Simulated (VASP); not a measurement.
# SnS (Pnma) in VASP: settings compared

The runs below take SnS through single point, with PBE, r2SCAN, LDA.

Program: VASP 6.6.1. These are calculated values, not measurements. Logs are shortened: lines on timing, memory, paths and dates and some standing lists are left out, and cuts for length are marked.

**What was measured.**

“Linear dichroism of the optical properties of SnS and SnSe van der Waals crystals”, 2024, arxiv:2409.17412 reports, for a bulk crystal of SnS at 20 K: band gap 1.16 eV (indirect).

The results are compared with them further down.

### 1 The cell of the first run

The structure is orthorhombic, space group Pnma (No. 62). The conventional cell has a = 11.218 Å, b = 3.962 Å, c = 4.433 Å, α = 90.00°, β = 90.00°, γ = 90.00°. Sn (site symmetry m) has 6 S at 2.63 to 3.42 Å and 2 Sn at 3.51 Å within 3.6 Å. Within 3.5 Å of S (site symmetry m) lie 6 Sn at 2.63 to 3.42 Å.

### 2 Single point, PBE, non-collinear spin, zero start, spin-orbit coupling

The input, INCAR:

```
  ALGO = Normal
  EDIFF = 1E-6
  ENCUT = 500
  GGA = PE
  GGA_COMPAT = F
  ISIF = 2
  ISMEAR = -1
  KPAR = 4
  LASPH = T
  LCHARG = F
  LORBIT = 11
  LORBMOM = T
  LREAL = F
  LSORBIT = T
  LWAVE = F
  MAGMOM = 0 0 0 0 0 0 0 0 0 0 0 0 0 0 0 0 0 0 0 0 0 0 0 0
  NBANDS = 98
  NELM = 200
  PREC = Accurate
  SIGMA = 0.02
```

The input, KPOINTS:

```
k-points
0
Gamma
  2 4 4
```

The input, POSCAR:

```
SnS
1.0
   11.2184901763      0.0000000000      0.0000000000
    0.0000000000      3.9617506888      0.0000000000
    0.0000000000      0.0000000000      4.4334766810
Sn S
4 4
Direct
    0.1191823310      0.2500000000      0.1258110812
    0.3808176690      0.7500000000      0.6258110812
    0.6191823310      0.2500000000      0.3741889188
    0.8808176690      0.7500000000      0.8741889188
    0.8494992915      0.2500000000      0.4871020043
    0.6505007085      0.7500000000      0.9871020043
    0.3494992915      0.2500000000      0.0128979957
    0.1505007085      0.7500000000      0.5128979957
```

Potentials or basis: VASP PAW PBE potentials, release 64 (Sn_d, S).

The run is started by

```bash
$ cat potpaw_PBE.64/Sn_d/POTCAR potpaw_PBE.64/S/POTCAR > POTCAR
$ mpirun -np 4 vasp_ncl > vasp.out
```

OUTCAR:

```text
EDIFF = 1E-6
   ENCUT = 500
   GGA = PE
   ISIF = 2
   ISMEAR = -1
   LASPH = T
   LORBIT = 11
   LREAL = F
   LSORBIT = T
   NELM = 200
   PREC = Accurate

 ion  position               nearest neighbor table
   1  0.119  0.250  0.126-   7 2.63   8 2.64   8 2.64   4 3.51   4 3.51
   2  0.381  0.750  0.626-   8 2.63   7 2.64   7 2.64   3 3.51   3 3.51
   3  0.619  0.250  0.374-   5 2.63   6 2.64   6 2.64   2 3.51   2 3.51
   4  0.881  0.750  0.874-   6 2.63   5 2.64   5 2.64   1 3.51   1 3.51
   5  0.849  0.250  0.487-   3 2.63   4 2.64   4 2.64
   6  0.651  0.750  0.987-   4 2.63   3 2.64   3 2.64
   7  0.349  0.250  0.013-   1 2.63   2 2.64   2 2.64
   8  0.151  0.750  0.513-   2 2.63   1 2.64   1 2.64

  LATTYP: Found a simple orthorhombic cell.
 ALAT       =     3.9617506888
 B/A-ratio  =     1.1190700852
 C/A-ratio  =     2.8317001895

  Lattice vectors:

 A1 = (   0.0000000000,   3.9617506888,   0.0000000000)
 A2 = (   0.0000000000,   0.0000000000,   4.4334766810)
 A3 = (  11.2184901763,   0.0000000000,   0.0000000000)

Analysis of symmetry for initial positions (statically):
=====================================================================
 Subroutine PRICEL returns:
 Original cell was already a primitive cell.

 Routine SETGRP: Setting up the symmetry group for a
 simple orthorhombic supercell.

 Subroutine GETGRP returns: Found  8 space group operations
 (whereof  2 operations were pure point group operations)
 out of a pool of  8 trial point group operations.

The static configuration has the point symmetry S_2 .
 The point group associated with its full space group is D_2h.

Analysis of symmetry for dynamics (positions and initial velocities):
=====================================================================
 Subroutine PRICEL returns:
 Original cell was already a primitive cell.

 Routine SETGRP: Setting up the symmetry group for a
 simple orthorhombic supercell.

 Subroutine GETGRP returns: Found  8 space group operations
 (whereof  2 operations were pure point group operations)
 out of a pool of  8 trial point group operations.

The dynamic configuration has the point symmetry S_2 .
 The point group associated with its full space group is D_2h.

Analysis of structural, dynamic, and magnetic symmetry:
=====================================================================
 Subroutine PRICEL returns:
 Original cell was already a primitive cell.

 Routine SETGRP: Setting up the symmetry group for a
 simple orthorhombic supercell.

 Subroutine GETGRP returns: Found  8 space group operations
 (whereof  2 operations were pure point group operations)
 out of a pool of  8 trial point group operations.

The overall configuration has the point symmetry S_2 .
 The point group associated with its full space group is D_2h.

 Subroutine INISYM returns: Found  8 space group operations
 (whereof  2 operations are pure point group operations),
 and found     1 'primitive' translations

----------------------------------------------------------------------------------------

                                     Primitive cell

  volume of cell :     197.0453

  direct lattice vectors                    reciprocal lattice vectors
    11.218490176  0.000000000  0.000000000     0.089138555  0.000000000  0.000000000
     0.000000000  3.961750689  0.000000000     0.000000000  0.252413662  0.000000000
     0.000000000  0.000000000  4.433476681     0.000000000  0.000000000  0.225556617

  length of vectors
    11.218490176  3.961750689  4.433476681     0.089138555  0.252413662  0.225556617

  position of ions in fractional coordinates (direct lattice)
     0.119182331  0.250000000  0.125811081
     0.380817669  0.750000000  0.625811081
     0.619182331  0.250000000  0.374188919
[... 1855 lines left out ...]
  Direction    XX          YY          ZZ          XY          YZ          ZX
  --------------------------------------------------------------------------------------
  -------------------------------------------------------------------------------------
  Total        2.7896641      2.9381209      1.9120414      0.0000000      0.0000000      0.0000000
  in kB       22.6827921     23.8898959     15.5468317      0.0000000      0.0000000      0.0000000
  external PRESSURE =      20.7065066 kB  Pullay stress =       0.0000000 kB

 VOLUME and BASIS-vectors are now :
 -----------------------------------------------------------------------------
  energy-cutoff  :      500.00
  volume of cell :      197.05
      direct lattice vectors                 reciprocal lattice vectors
    11.218490176  0.000000000  0.000000000     0.089138555  0.000000000  0.000000000
     0.000000000  3.961750689  0.000000000     0.000000000  0.252413662  0.000000000
     0.000000000  0.000000000  4.433476681     0.000000000  0.000000000  0.225556617

 POSITION                                       TOTAL-FORCE (eV/Angst)
 -----------------------------------------------------------------------------------
      1.33705      0.99044      0.55778        -0.102708     -0.000000     -0.122942
      4.27220      2.97131      2.77452         0.102708     -0.000000     -0.122942
      6.94629      0.99044      1.65896        -0.102708      0.000000      0.122942
      9.88144      2.97131      3.87570         0.102708      0.000000      0.122942
      9.53010      0.99044      2.15956         0.122533      0.000000     -0.145548
      7.29764      2.97131      4.37629        -0.122533      0.000000     -0.145548
      3.92085      0.99044      0.05718         0.122533     -0.000000      0.145548
      1.68839      2.97131      2.27392        -0.122533     -0.000000      0.145548
 -----------------------------------------------------------------------------------
    total drift:                                0.000000     -0.000000     -0.000000

  FREE ENERGIE OF THE ION-ELECTRON SYSTEM (eV)
  ---------------------------------------------------
  free  energy   TOTEN  =       -35.5836123636 eV

  energy  without entropy=      -35.5836123636  energy(sigma->0) =      -35.58361236

 orbital moment (x)

 # of ion     p       d       tot
 ----------------------------------------
  1         0.000   0.000   0.000
  2         0.000   0.000   0.000
  3         0.000   0.000   0.000
  4         0.000   0.000   0.000
  5         0.000   0.000   0.000
  6         0.000   0.000   0.000
  7         0.000   0.000   0.000
  8         0.000   0.000   0.000
 ----------------------------------------
            0.000   0.000   0.000

 orbital moment (y)

 # of ion     p       d       tot
 ----------------------------------------
  1        -0.000  -0.000  -0.000
  2         0.000   0.000   0.000
  3         0.000   0.000   0.000
  4        -0.000  -0.000  -0.000
  5         0.000   0.000   0.000
  6        -0.000   0.000  -0.000
  7        -0.000   0.000  -0.000
  8         0.000   0.000   0.000
 ----------------------------------------
           -0.000   0.000  -0.000

 orbital moment (z)

 # of ion     p       d       tot
 ----------------------------------------
  1         0.000   0.000   0.000
  2         0.000   0.000   0.000
  3         0.000   0.000   0.000
  4         0.000   0.000   0.000
  5         0.000   0.000   0.000
  6         0.000   0.000   0.000
  7         0.000   0.000   0.000
  8         0.000   0.000   0.000
 ----------------------------------------
            0.000   0.000   0.000

 Spin-Orbit-Coupling matrix elements

 Ion:    1  E_soc:     -0.0837379
 l=   1
     0.0000000    -0.0075016    -0.0078448
    -0.0075016     0.0000000    -0.0082320
    -0.0078448    -0.0082320     0.0000000
 l=   2
     0.0000000    -0.0012166     0.0000000    -0.0012229    -0.0048704
    -0.0012166     0.0000000    -0.0036483    -0.0012227    -0.0012365
     0.0000000    -0.0036483     0.0000000    -0.0036607     0.0000000
    -0.0012229    -0.0012227    -0.0036607     0.0000000    -0.0012124
    -0.0048704    -0.0012365     0.0000000    -0.0012124     0.0000000
 l=   3
     0.0000000     0.0000000     0.0000000     0.0000000     0.0000000     0.0000000     0.0000000
     0.0000000     0.0000000     0.0000000     0.0000000     0.0000000     0.0000000     0.0000000
     0.0000000     0.0000000     0.0000000     0.0000000     0.0000000     0.0000000     0.0000000
     0.0000000     0.0000000     0.0000000     0.0000000     0.0000000     0.0000000     0.0000000
[... 129 lines left out ...]
 l=   2
     0.0000000     0.0000000     0.0000000     0.0000000     0.0000000
     0.0000000     0.0000000     0.0000000     0.0000000     0.0000000
     0.0000000     0.0000000     0.0000000     0.0000000     0.0000000
     0.0000000     0.0000000     0.0000000     0.0000000     0.0000000
     0.0000000     0.0000000     0.0000000     0.0000000     0.0000000
 l=   3
     0.0000000     0.0000000     0.0000000     0.0000000     0.0000000     0.0000000     0.0000000
     0.0000000     0.0000000     0.0000000     0.0000000     0.0000000     0.0000000     0.0000000
     0.0000000     0.0000000     0.0000000     0.0000000     0.0000000     0.0000000     0.0000000
     0.0000000     0.0000000     0.0000000     0.0000000     0.0000000     0.0000000     0.0000000
     0.0000000     0.0000000     0.0000000     0.0000000     0.0000000     0.0000000     0.0000000
     0.0000000     0.0000000     0.0000000     0.0000000     0.0000000     0.0000000     0.0000000
     0.0000000     0.0000000     0.0000000     0.0000000     0.0000000     0.0000000     0.0000000

 total charge

# of ion       s       p       d       tot
------------------------------------------
    1        1.340   0.759  10.008  12.107
    2        1.340   0.759  10.008  12.107
    3        1.340   0.759  10.008  12.107
    4        1.340   0.759  10.008  12.107
    5        1.353   2.348   0.000   3.701
    6        1.353   2.348   0.000   3.701
    7        1.353   2.348   0.000   3.701
    8        1.353   2.348   0.000   3.701
--------------------------------------------------
tot         10.775  12.427  40.030  63.232

 magnetization (x)

# of ion       s       p       d       tot
------------------------------------------
    1        0.000   0.000   0.000   0.000
    2        0.000   0.000   0.000   0.000
    3        0.000   0.000   0.000   0.000
    4        0.000   0.000   0.000   0.000
    5        0.000   0.000   0.000   0.000
    6        0.000   0.000   0.000   0.000
    7        0.000   0.000   0.000   0.000
    8        0.000   0.000   0.000   0.000
--------------------------------------------------
tot          0.000   0.000   0.000   0.000

 magnetization (y)

# of ion       s       p       d       tot
------------------------------------------
    1       -0.000   0.000   0.000   0.000
    2        0.000  -0.000  -0.000  -0.000
    3        0.000  -0.000  -0.000  -0.000
    4       -0.000   0.000   0.000   0.000
    5       -0.000   0.000   0.000   0.000
    6        0.000  -0.000   0.000  -0.000
    7        0.000  -0.000   0.000  -0.000
    8       -0.000   0.000   0.000   0.000
--------------------------------------------------
tot          0.000   0.000   0.000   0.000

 magnetization (z)

# of ion       s       p       d       tot
------------------------------------------
    1        0.000   0.000   0.000   0.000
    2        0.000   0.000   0.000   0.000
    3        0.000   0.000   0.000   0.000
    4        0.000   0.000   0.000   0.000
    5        0.000   0.000   0.000   0.000
    6        0.000   0.000   0.000   0.000
    7        0.000   0.000   0.000   0.000
    8        0.000   0.000   0.000   0.000
--------------------------------------------------
tot          0.000   0.000   0.000   0.000
```

Run time: 9.2 min. Hardware: 4 MPI ranks of AMD EPYC 7R43 (Zen 3), shared host; peak memory 0.82 GiB.

What came out:

```yaml
Free_energy: -35.5836 eV
Pressure: 2.1 GPa
Largest_force: 0.190 eV/Å
Net_moment: 0.00 μB per cell
Valence_electrons_inside_the_program's_atomic_spheres: Sn 12.11; S 3.70
```

Forces in eV/Å, atoms in the order of the input:
```
Sn  -0.103  0.000 -0.123
Sn   0.103  0.000 -0.123
Sn  -0.103  0.000  0.123
Sn   0.103  0.000  0.123
S    0.123  0.000 -0.146
S   -0.123  0.000 -0.146
S    0.123  0.000  0.146
S   -0.123  0.000  0.146
```

Stress tensor (GPa, compression positive):
```
2.27 0.00 0.00
0.00 2.39 0.00
0.00 0.00 1.55
```

Moments on the atoms (μB; x, y, z):
```
Sn  0.00 0.00 0.00
Sn  0.00 0.00 0.00
Sn  0.00 0.00 0.00
Sn  0.00 0.00 0.00
S   0.00 0.00 0.00
S   0.00 0.00 0.00
S   0.00 0.00 0.00
S   0.00 0.00 0.00
```

Caveat: the k points lie up to 0.40 Å⁻¹ apart.

### 3 Single point, r2SCAN

POSCAR is that of step 2.

The input, INCAR.step1:

```
  PREC = Accurate
  ENCUT = 550
  ISMEAR = 0
  SIGMA = 0.01
  LREAL = False
  LASPH = True
  NELM = 120
  NBANDS = 50
  GGA = PE
  ALGO = Normal
  EDIFF = 1E-5
  LWAVE = True
  LCHARG = False
  GGA_COMPAT = False
```

The input, INCAR.step2:

```
  PREC = Accurate
  ENCUT = 550
  EDIFF = 1E-6
  ISMEAR = 0
  SIGMA = 0.01
  LREAL = False
  LASPH = True
  NELM = 120
  ALGO = Normal
  ISIF = 2
  LWAVE = False
  LCHARG = False
  METAGGA = R2SCAN
  LMIXTAU = True
  NBANDS = 50
  ISTART = 1
  GGA_COMPAT = False
```

The input, KPOINTS:

```
Automatic mesh
0
Gamma
  2 4 4
```

Potentials or basis: VASP PAW PBE potentials, release 64 (Sn_d, S).

The run is started by

```bash
$ cat potpaw_PBE.64/Sn_d/POTCAR potpaw_PBE.64/S/POTCAR > POTCAR
$ cp INCAR.step1 INCAR
$ mpirun -np 1 vasp_std > vasp.out
$ cp INCAR.step2 INCAR
$ mpirun -np 1 vasp_std > vasp.out
```

It took 9.7 min on 1 thread of Oxide Virtual Turin-like, shared host; peak memory 0.38 GiB.

It converged, with:

```yaml
Free_energy: -134.8693 eV
Pressure: 0.9 GPa
Largest_force: 0.033 eV/Å
Band_gap_on_the_k_mesh: 1.26 eV (least direct gap 1.67 eV)
```

Forces in eV/Å, atoms in the order of the input:
```
Sn   0.031  0.000  0.011
Sn  -0.031  0.000  0.011
Sn   0.031  0.000 -0.011
Sn  -0.031  0.000 -0.011
S    0.003  0.000  0.008
S   -0.003  0.000  0.008
S    0.003  0.000 -0.008
S   -0.003  0.000 -0.008
```

Stress tensor (GPa, compression positive):
```
1.01 0.00 0.00
0.00 0.99 0.00
0.00 0.00 0.72
```

Levels at points of the mesh, in eV from the valence-band top:
```csv
k point,band 36,band 37,band 38,band 39,band 40,band 41,band 42,band 43,band 44,band 45
"(0.00, 0.00, 0.00)",-2.30,-2.06,-1.09,-0.97,-0.44,1.26,3.01,3.15,3.22,3.47
"(0.50, 0.00, 0.00)",-2.33,-2.26,-2.26,-0.64,-0.64,2.80,2.80,2.88,2.88,4.25
"(0.00, 0.50, 0.00)",-2.28,-1.17,-1.17,-1.09,-1.09,1.58,1.58,1.87,1.87,2.51
"(0.50, 0.50, 0.00)",-2.59,-1.26,-1.26,-1.26,-1.26,1.92,1.92,1.92,1.92,2.93
"(0.00, 0.00, 0.50)",-1.94,-1.08,-1.08,-0.01,-0.01,1.79,1.79,2.32,2.32,2.63
"(0.50, 0.00, 0.50)",-2.40,-0.91,-0.91,0.00,0.00,1.77,1.77,2.28,2.28,2.67
"(0.00, 0.50, 0.50)",-3.51,-2.41,-2.41,-1.49,-1.49,3.05,3.05,3.17,3.17,4.88
"(0.50, 0.50, 0.50)",-4.02,-1.68,-1.68,-1.68,-1.68,2.90,2.90,2.90,2.90,4.71
```

Caveat: the PAW data sets were made with another functional, which shifts forces and pressure a little; spin-orbit coupling is left out, which moves the levels of the heavy elements.

[end of part 1 of 2]
